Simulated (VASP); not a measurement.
# CaSe (I-4m2) in VASP: notebook

CaSe is run at these levels: LDA; tasks: single point.

Everything below comes from runs of VASP 6.6.1. Logs are shortened: lines on timing, memory, paths and dates and some standing lists are left out, and cuts for length are marked.

## (1) The cell of the first run

It takes space group I-4m2 (No. 119, tetragonal). The conventional cell has a = 4.527 Å, b = 4.527 Å, c = 6.798 Å, α = 90.00°, β = 90.00°, γ = 90.00°. Ca (site symmetry -4m2) has 4 Se at 2.83 Å within 3.7 Å. Se (site symmetry -4m2) has 4 Ca at 2.83 Å within 3.7 Å.

## (2) Single point, LDA (strain -0.030 along x and y, +0.030 along z)

INCAR reads:

```
PREC = Accurate
ENCUT = 520
EDIFF = 1E-6
ISMEAR = 0
SIGMA = 0.05
LREAL = False
LASPH = True
NELM = 100
ALGO = Normal
ISIF = 2
LWAVE = False
LCHARG = False
NBANDS = 15
```

KPOINTS reads:

```
Automatic mesh
0
Gamma
  6 6 6
```

POSCAR reads:

```
CaSe
1.0
    0.0000000000      3.2010000000      3.3990000000
    3.2010000000      0.0000000000      3.3990000000
    3.2010000000      3.2010000000      0.0000000000
Ca Se
1 1
Direct
    0.0000000000      0.0000000000      0.0000000000
    0.7500000000      0.7500000000      0.7500000000
```

Potentials or basis: VASP PAW LDA potentials, release 64 (Ca_sv, Se).

On the command line:

```console
$ cat potpaw_LDA.64/Ca_sv/POTCAR potpaw_LDA.64/Se/POTCAR > POTCAR
$ mpirun -np 1 vasp_std > vasp.out
```

OUTCAR:

```text
PREC = Accurate
   ENCUT = 520
   EDIFF = 1E-6
   ISMEAR = 0
   LREAL = False
   LASPH = True
   NELM = 100
   ISIF = 2

 ion  position               nearest neighbor table
   1  0.000  0.000  0.000-   2 2.83   2 2.83   2 2.83   2 2.83
   2  0.750  0.750  0.750-   1 2.83   1 2.83   1 2.83   1 2.83

  LATTYP: Found a body centered tetragonal cell.
 ALAT       =     4.5268976132
 C/A-ratio  =     1.5016906899

  Lattice vectors:

 A1 = (  -3.2010000000,   0.0000000000,   3.3990000000)
 A2 = (   3.2010000000,   0.0000000000,   3.3990000000)
 A3 = (   0.0000000000,   3.2010000000,  -3.3990000000)

Analysis of symmetry for initial positions (statically):
=====================================================================
 Subroutine PRICEL returns:
 Original cell was already a primitive cell.

 Routine SETGRP: Setting up the symmetry group for a
 body centered tetragonal supercell.

 Subroutine GETGRP returns: Found  8 space group operations
 (whereof  8 operations were pure point group operations)
 out of a pool of 16 trial point group operations.

The static configuration has the point symmetry D_2d.

Analysis of symmetry for dynamics (positions and initial velocities):
=====================================================================
 Subroutine PRICEL returns:
 Original cell was already a primitive cell.

 Routine SETGRP: Setting up the symmetry group for a
 body centered tetragonal supercell.

 Subroutine GETGRP returns: Found  8 space group operations
 (whereof  8 operations were pure point group operations)
 out of a pool of 16 trial point group operations.

The dynamic configuration has the point symmetry D_2d.

 Subroutine INISYM returns: Found  8 space group operations
 (whereof  8 operations are pure point group operations),
 and found     1 'primitive' translations

----------------------------------------------------------------------------------------

                                     Primitive cell

  volume of cell :      69.6550

  direct lattice vectors                    reciprocal lattice vectors
     0.000000000  3.201000000  3.399000000    -0.156201187  0.156201187  0.147102089
     3.201000000  0.000000000  3.399000000     0.156201187 -0.156201187  0.147102089
     3.201000000  3.201000000  0.000000000     0.156201187  0.156201187 -0.147102089

  length of vectors
     4.669004391  4.669004391  4.526897613     0.265399032  0.265399032  0.265399032

  position of ions in fractional coordinates (direct lattice)
     0.000000000  0.000000000  0.000000000
     0.750000000  0.750000000  0.750000000

[... 82 lines left out ...]
   ISIF   =      2    stress and relaxation
   ISYM   =      2    0-nonsym 1-usesym 2-fastsym
   POTIM  = 0.5000    time-step for ionic-motion
   TEBEG  =    0.0;   TEEND  =   0.0 temperature during run
   PSTRESS=    0.0 pullay stress
   NELECT =      16.0000    total number of electrons
   NUPDOWN=      -1.0000    fix difference up-down
   EMIN   =  10.00;   EMAX   =-10.00  energy-range for DOS
   EFERMI =   0.00;   METHOD = LEGACY
   ISMEAR =     0;   SIGMA  =   0.05  broadening in eV -4-tet -1-fermi 0-gaus
   EFERMI_NEDOS =   21; number of points for ismear=-14 and -15
   IALGO  =     38    algorithm
   IMIX   =      4    mixing-type and parameters
     AMIX     =   0.40;   BMIX     =  1.00
     AMIX_MAG =   1.60;   BMIX_MAG =  1.00
  volume/ion in A,a.u.               =      34.83       235.03
  Fermi-wavevector in a.u.,A,eV,Ry     =   1.002607  1.894652 13.676854  1.005220
  Thomas-Fermi vector in A             =   2.135105
   LORBIT       =      0    0 simple, 1 ext, 2 COOP (PROOUT), +10 PAW based schemes
   GGA     = CA    functional components
   LHFCALC =     F    Hartree Fock is set to
   AEXX    =    0.0000 exact exchange contribution
   IVDW    =     0    specifies the selected vdW correction
   LEPSILON=     F    determine dielectric tensor
   LRPA    =     F    only Hartree local field effects (RPA)
 non-spin polarized calculation
 Gauss-broadening in eV      SIGMA  =   0.05
  energy-cutoff  :      520.00
  volume of cell :       69.66
 maximum number of plane-waves:      1905
   NGX = 17   NGY = 17   NGZ = 17

 number of electron      16.0000001 magnetization

 Free energy of the ion-electron system (eV)
  ---------------------------------------------------
  ext. energy  EPLUGINS =         0.00000000
  ---------------------------------------------------
  free energy    TOTEN  =        -9.83894136 eV

  energy without entropy =       -9.83894136  energy(sigma->0) =       -9.83894136

 E-fermi :   0.0419     XC(G=0):  -8.0685

 val. band max:       -0.3051602769   @ k =  -0.3333   0.3333   0.0000
 cond. band min:       2.5657708702   @ k =   0.0000   0.0000   0.0000
 fundamental gap:      2.8709311471
 Fermi energy:         0.0419474476

 k-point     1 :       0.0000    0.0000    0.0000
  band No.  band energies     occupation
      1     -38.9487      2.00000
      2     -20.2679      2.00000
      3     -20.2679      2.00000
      4     -20.2537      2.00000
      5     -10.7862      2.00000
      6      -0.5663      2.00000
      7      -0.4806      2.00000
      8      -0.4806      2.00000
      9       2.5658      0.00000
     10       4.6981      0.00000
     11       5.0044      0.00000
     12       6.7211      0.00000
     13       7.0251      0.00000
     14       7.0251      0.00000
[... 401 lines left out ...]
      2     -20.3162      2.00000
      3     -20.2862      2.00000
      4     -20.2671      2.00000
      5     -10.4416      2.00000
      6      -1.5375      2.00000
      7      -0.6884      2.00000
      8      -0.4863      2.00000
      9       3.2315      0.00000
     10       4.5385      0.00000
     11       5.2951      0.00000
     12       5.8491      0.00000
     13       6.0282      0.00000
     14       7.2255      0.00000
     15       8.5764      0.00000

 [... further k-points ...]
[... 5 lines left out ...]
  --------------------------------------------------------------------------------------
  -------------------------------------------------------------------------------------
  Total       -0.6739133     -0.6739133     -0.9041613      0.0000000     -0.0000000      0.0000000
  in kB      -15.5010844    -15.5010844    -20.7971567      0.0000000     -0.0000000      0.0000000
  external PRESSURE =     -17.2664418 kB  Pullay stress =       0.0000000 kB

 VOLUME and BASIS-vectors are now :
 -----------------------------------------------------------------------------
  energy-cutoff  :      520.00
  volume of cell :       69.66
      direct lattice vectors                 reciprocal lattice vectors
     0.000000000  3.201000000  3.399000000    -0.156201187  0.156201187  0.147102089
     3.201000000  0.000000000  3.399000000     0.156201187 -0.156201187  0.147102089
     3.201000000  3.201000000  0.000000000     0.156201187  0.156201187 -0.147102089

 POSITION                                       TOTAL-FORCE (eV/Angst)
 -----------------------------------------------------------------------------------
      0.00000      0.00000      0.00000        -0.000000     -0.000000     -0.000000
      4.80150      4.80150      5.09850         0.000000      0.000000      0.000000
 -----------------------------------------------------------------------------------
    total drift:                                0.000000      0.000000      0.000000

  FREE ENERGIE OF THE ION-ELECTRON SYSTEM (eV)
  ---------------------------------------------------
  free  energy   TOTEN  =        -9.8389413561 eV

  energy  without entropy=       -9.8389413561  energy(sigma->0) =       -9.83894136
```

stdout:

```text
POSCAR found type information on POSCAR CaSe
 POSCAR found :  2 types and       2 ions
 scaLAPACK will be used
 LDA part: xc-table for (Slater(with rela. corr.)+CA(PZ))
 , standard interpolation
 POSCAR, INCAR and KPOINTS ok, starting setup
 FFT: planning ... GRIDC
 FFT: planning ... GRID_SOFT
 FFT: planning ... GRID
 WAVECAR not read
 entering main loop
```

Run time: 26 s. Hardware: 1 thread of Intel Xeon 6975P-C (Granite Rapids), shared host; peak memory 0.18 GiB.

What came out:

```
Free energy            : -9.8389 eV
Pressure               : -1.7 GPa
Band gap on the k mesh : 2.87 eV, indirect (least direct gap 3.05 eV)
```

Stress tensor (GPa, compression positive):
```
-1.55  0.00  0.00
 0.00 -1.55  0.00
 0.00  0.00 -2.08
```

Levels at points of the mesh, in eV from the valence-band top:
```csv
k point,band 4,band 5,band 6,band 7,band 8,band 9,band 10,band 11,band 12,band 13
"(0.00, 0.00, 0.00)",-19.95,-10.48,-0.26,-0.18,-0.18,2.87,5.00,5.31,7.03,7.33
"(0.50, 0.00, 0.00)",-19.96,-10.21,-1.38,-0.21,-0.03,4.83,5.19,5.30,5.59,6.19
"(0.50, 0.50, 0.00)",-19.98,-10.13,-1.49,-0.02,-0.02,3.20,4.73,5.88,5.88,5.93
"(0.50, 0.00, 0.50)",-19.96,-10.11,-1.37,-0.20,-0.18,3.29,4.71,5.89,5.94,5.97
```

Caveat: the cell differs from its parent crystal (strain -0.030 along x and y, +0.030 along z).

## (3) Single point, LDA (strain +0.000 along x and y, -0.030 along z)

INCAR reads:

```
ALGO = Normal ; EDIFF = 1E-6
ENCUT = 520 ; ISIF = 2
ISMEAR = 0 ; LASPH = True
LCHARG = False ; LREAL = False
LWAVE = False ; NBANDS = 15
NELM = 60 ; PREC = Accurate
SIGMA = 0.05
```

KPOINTS reads:

```
k-points
0
Gamma
  6 6 6
```

POSCAR reads:

```
CaSe
1.0
    0.0000000000      3.3000000000      3.2010000000
    3.3000000000      0.0000000000      3.2010000000
    3.3000000000      3.3000000000      0.0000000000
Ca Se
1 1
Direct
    0.0000000000      0.0000000000      0.0000000000
    0.7500000000      0.7500000000      0.7500000000
```

Potentials or basis: VASP PAW LDA potentials, release 64 (Ca_sv, Se).

On the command line:

```console
$ cat potpaw_LDA.64/Ca_sv/POTCAR potpaw_LDA.64/Se/POTCAR > POTCAR
$ mpirun -np 1 vasp_std > vasp.out
```

It took 27 s on 1 thread of Intel Xeon 6975P-C (Granite Rapids), shared host; peak memory 0.18 GiB.

Results (log left out):

| Property | Result |
| --- | --- |
| Free energy | -9.8417 eV |
| Pressure | -1.7 GPa |
| Band gap on the k mesh | 2.96 eV, indirect (least direct gap 3.06 eV) |

Stress tensor (GPa, compression positive):
```
-1.75  0.00  0.00
 0.00 -1.75  0.00
 0.00  0.00 -1.59
```

Levels at points of the mesh, in eV from the valence-band top:
```
           k point  band 6  band 7  band 8  band 9  band 10  band 11
(0.00, 0.00, 0.00)   -0.14   -0.14   -0.11    2.96     5.16     5.32
(0.50, 0.00, 0.00)   -1.30   -0.09    0.00    4.92     5.34     5.36
(0.50, 0.50, 0.00)   -1.29   -0.11   -0.11    3.37     4.82     6.00
(0.50, 0.00, 0.50)   -1.35   -0.03   -0.02    3.32     4.81     5.97
```

Caveat: the cell differs from its parent crystal (strain +0.000 along x and y, -0.030 along z).

## (4) Single point, LDA (strain +0.015 along x and y, -0.030 along z)

INCAR reads:

```
SYSTEM = CaSe
PREC = Accurate
ENCUT = 520
EDIFF = 1E-6
ISMEAR = 0
SIGMA = 0.05
LREAL = .False.
LASPH = .True.
NELM = 100
ALGO = Normal
ISIF = 2
LWAVE = .False.
LCHARG = .False.
GGA = CA
NBANDS = 15
```

KPOINTS reads:

```
Automatic mesh
0
Gamma
  6 6 6
  0 0 0
```

POSCAR reads:

```
CaSe
1.0
    0.0000000000      3.3495000000      3.2010000000
    3.3495000000      0.0000000000      3.2010000000
    3.3495000000      3.3495000000      0.0000000000
Ca Se
1 1
Direct
    0.0000000000      0.0000000000      0.0000000000
    0.7500000000      0.7500000000      0.7500000000
```

Potentials or basis: VASP PAW LDA potentials, release 64 (Ca_sv, Se).

On the command line:

```console
$ cat potpaw_LDA.64/Ca_sv/POTCAR potpaw_LDA.64/Se/POTCAR > POTCAR
$ mpirun -np 1 vasp_std > vasp.out
```

OUTCAR:

```text
SYSTEM = CaSe
   PREC = Accurate
   ENCUT = 520
   EDIFF = 1E-6
   ISMEAR = 0
   LREAL = .False.
   LASPH = .True.
   NELM = 100
   ISIF = 2
   GGA = CA

 ion  position               nearest neighbor table
   1  0.000  0.000  0.000-   2 2.86   2 2.86   2 2.86   2 2.86
   2  0.750  0.750  0.750-   1 2.86   1 2.86   1 2.86   1 2.86

  LATTYP: Found a body centered tetragonal cell.
 ALAT       =     4.7369083272
 C/A-ratio  =     1.3515144389

  Lattice vectors:

 A1 = (   0.0000000000,  -3.3495000000,  -3.2010000000)
[... 611 lines left out ...]
     11       5.0859      0.00000
     12       5.6039      0.00000
     13       5.7382      0.00000
     14       6.8278      0.00000
     15       8.2850      0.00000

 [... further k-points ...]
[... 5 lines left out ...]
  --------------------------------------------------------------------------------------
  -------------------------------------------------------------------------------------
  Total       -1.2040658     -1.2040658     -1.0715949      0.0000000     -0.0000000      0.0000000
  in kB      -26.8587122    -26.8587122    -23.9037251      0.0000000     -0.0000000      0.0000000
  external PRESSURE =     -25.8737165 kB  Pullay stress =       0.0000000 kB

 VOLUME and BASIS-vectors are now :
 -----------------------------------------------------------------------------
  energy-cutoff  :      520.00
  volume of cell :       71.82
      direct lattice vectors                 reciprocal lattice vectors
     0.000000000  3.349500000  3.201000000    -0.149276011  0.149276011  0.156201187
     3.349500000  0.000000000  3.201000000     0.149276011 -0.149276011  0.156201187
     3.349500000  3.349500000  0.000000000     0.149276011  0.149276011 -0.156201187

 POSITION                                       TOTAL-FORCE (eV/Angst)
 -----------------------------------------------------------------------------------
      0.00000      0.00000      0.00000         0.000000      0.000000      0.000000
      5.02425      5.02425      4.80150        -0.000000     -0.000000     -0.000000
 -----------------------------------------------------------------------------------
    total drift:                                0.000000      0.000000      0.000000

  FREE ENERGIE OF THE ION-ELECTRON SYSTEM (eV)
  ---------------------------------------------------
  free  energy   TOTEN  =        -9.8127417842 eV

  energy  without entropy=       -9.8127417842  energy(sigma->0) =       -9.81274178
```

Run time: 21 s. Hardware: 1 thread of Intel Xeon Platinum 8259CL at 2.50GHz (Skylake/Cascade Lake), shared host; peak memory 0.19 GiB.

What came out:

| Property | Result |
| --- | --- |
| Free energy | -9.8127 eV |
| Pressure | -2.6 GPa |
| Band gap on the k mesh | 2.84 eV, indirect (least direct gap 2.95 eV) |

Caveat: the cell differs from its parent crystal (strain +0.015 along x and y, -0.030 along z). A k mesh can miss the band edges.

## (5) Single point, LDA (strain +0.030 along x and y, -0.030 along z)

INCAR reads:

```
PREC = Accurate
ENCUT = 520
EDIFF = 1E-6
ISMEAR = 0
SIGMA = 0.05
LREAL = False
LASPH = True
NELM = 80
ALGO = Normal
ISIF = 2
LWAVE = False
LCHARG = True
GGA = CA
LELF = True
LVHAR = True
NBANDS = 15
```

KPOINTS reads:

```
regular mesh
0
Gamma
  6 6 6
```

POSCAR reads:

```
CaSe
1.0
    0.0000000000      3.3990000000      3.2010000000
    3.3990000000      0.0000000000      3.2010000000
    3.3990000000      3.3990000000      0.0000000000
Ca Se
1 1
Direct
    0.0000000000      0.0000000000      0.0000000000
    0.7500000000      0.7500000000      0.7500000000
```

On the command line:

```console
$ cat potpaw_LDA.64/Ca_sv/POTCAR potpaw_LDA.64/Se/POTCAR > POTCAR
$ mpirun -np 1 vasp_std > vasp.out
```

It took 24 s on 1 thread of Intel Xeon Platinum 8259CL at 2.50GHz (Skylake/Cascade Lake), shared host; peak memory 0.19 GiB.

It converged, with:

* Free energy: -9.7717 eV
* Pressure: -3.4 GPa
* Band gap on the k mesh: 2.73 eV, indirect (least direct gap 2.83 eV)

Stress tensor (GPa, compression positive):
```
-3.51  0.00  0.00
 0.00 -3.51  0.00
 0.00  0.00 -3.06
```

Levels at points of the mesh, in eV from the valence-band top:
| k point | band 6 | band 7 | band 8 | band 9 | band 10 | band 11 |
| --- | --- | --- | --- | --- | --- | --- |
| (0.00, 0.00, 0.00) | -0.16 | -0.16 | -0.10 | 2.73 | 4.91 | 5.19 |
| (0.50, 0.00, 0.00) | -1.27 | -0.15 | 0.00 | 4.72 | 5.12 | 5.15 |
| (0.50, 0.50, 0.00) | -1.20 | -0.21 | -0.21 | 3.35 | 4.62 | 5.74 |
| (0.50, 0.00, 0.50) | -1.33 | -0.07 | -0.04 | 3.26 | 4.62 | 5.71 |

Caveat: the cell differs from its parent crystal (strain +0.030 along x and y, -0.030 along z).

## (6) Overview

```csv
cell,gap on the mesh (eV),pressure (GPa)
"a = 4.669, b = 4.669, c = 4.527 Å, angles 61.0, 61.0, 58.0°, 2 atoms",2.87,-1.7
"a = 4.597, b = 4.597, c = 4.667 Å, angles 59.5, 59.5, 61.0°, 2 atoms",2.96,-1.7
"a = 4.633, b = 4.633, c = 4.737 Å, angles 59.3, 59.3, 61.5°, 2 atoms",2.84,-2.6
"a = 4.669, b = 4.669, c = 4.807 Å, angles 59.0, 59.0, 62.0°, 2 atoms",2.73,-3.4
```

Alike in all rows: task single point; level LDA; potentials or basis VASP PAW LDA potentials, release 64 (Ca_sv, Se); no spin polarisation; k mesh 6 × 6 × 6; cutoff (eV) 520; smearing gaussian 0.05 eV.

Total energies depend on the potentials used, so only differences within one code and one set of settings carry meaning.
